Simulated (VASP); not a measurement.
Set up this calculation in VASP 6.6.1, as the native input.

- Task: relaxation of cell and atoms
- Functional: r2SCAN
- Potentials or basis: VASP PAW PBE potentials, release 64 (Hf_pv)
- Cutoff: 600 eV
- k mesh: 18 × 18 × 10
- Occupations: fermi-dirac, width 0.1 eV
- Spin: no spin polarisation
- Target pressure: 10 GPa
- Dipole correction: no
- Further INCAR settings: ALGO = Normal; EDIFF = 1e-06; IBRION = 2; EDIFFG = -0.002; NSW = 100; ISIF = 3

Hf:

```xyz
2
Lattice="3.1986 0.0000 0.0000 -1.5993 2.7701 0.0000 0.0000 0.0000 5.0483" Properties=species:S:1:pos:R:3 pbc="T T T"
Hf    0.0000    1.8467    1.2621
Hf    1.5993    0.9234    3.7862
```

The input as run:

POSCAR

```
Hf
1.0
    3.1985812215      0.0000000000      0.0000000000
   -1.5992906108      2.7700525939      0.0000000000
    0.0000000000      0.0000000000      5.0482759289
Hf
2
Direct
    0.3333333333      0.6666666667      0.2500000000
    0.6666666667      0.3333333333      0.7500000000
```

INCAR.step1

```
PREC = Accurate
ENCUT = 600
ISMEAR = -1
SIGMA = 0.1
LREAL = False
LASPH = True
NELM = 80
GGA = PE
ALGO = Normal
EDIFF = 1E-4
LWAVE = True
LCHARG = False
```

INCAR.step2

```
PREC = Accurate
ENCUT = 600
EDIFF = 1E-6
ISMEAR = -1
SIGMA = 0.1
LREAL = False
LASPH = True
NELM = 80
ALGO = Normal
ISIF = 3
LWAVE = False
LCHARG = False
METAGGA = R2SCAN
LMIXTAU = True
IBRION = 2
NSW = 100
EDIFFG = -0.002
PSTRESS = 100.0
ISTART = 1
```

KPOINTS

```
regular mesh
0
Gamma
  18 18 10
```

Potentials or basis: VASP PAW PBE potentials, release 64 (Hf_pv).

Launch:

```bash
$ cat potpaw_PBE.64/Hf_pv/POTCAR > POTCAR
$ cp INCAR.step1 INCAR
$ mpirun -np 1 vasp_std > vasp.out
$ cp INCAR.step2 INCAR
$ mpirun -np 1 vasp_std > vasp.out
```

Results of the run:

```
Relaxed volume                                             : 20.57 Å³/atom
Relaxed cell                                               : a = 3.110 Å, b = 3.110 Å, c = 4.910 Å, α = 90.00°, β = 90.00°, γ = 120.00°
Space group after relaxing (to 0.1 Å)                      : P6_3/mmc (No. 194)
Energy change on relaxing (the run minimises the enthalpy) : +49.3 meV/atom
Ionic steps                                                : 18
Pressure after relaxing                                    : 10.0 GPa
Band gap on the k mesh                                     : zero (bands 10 and 11 overlap by 1.84 eV)
```

Caveat: the cell is relaxed towards a set pressure, so the run minimises the enthalpy, not the energy; the PAW data sets were made with another functional, which shifts forces and pressure a little; spin-orbit coupling is left out, which moves the levels of the heavy elements.

Run time: 2.3 h on 1 thread of Oxide Virtual Turin-like Processor, on a shared host, peak memory 0.28 GiB.
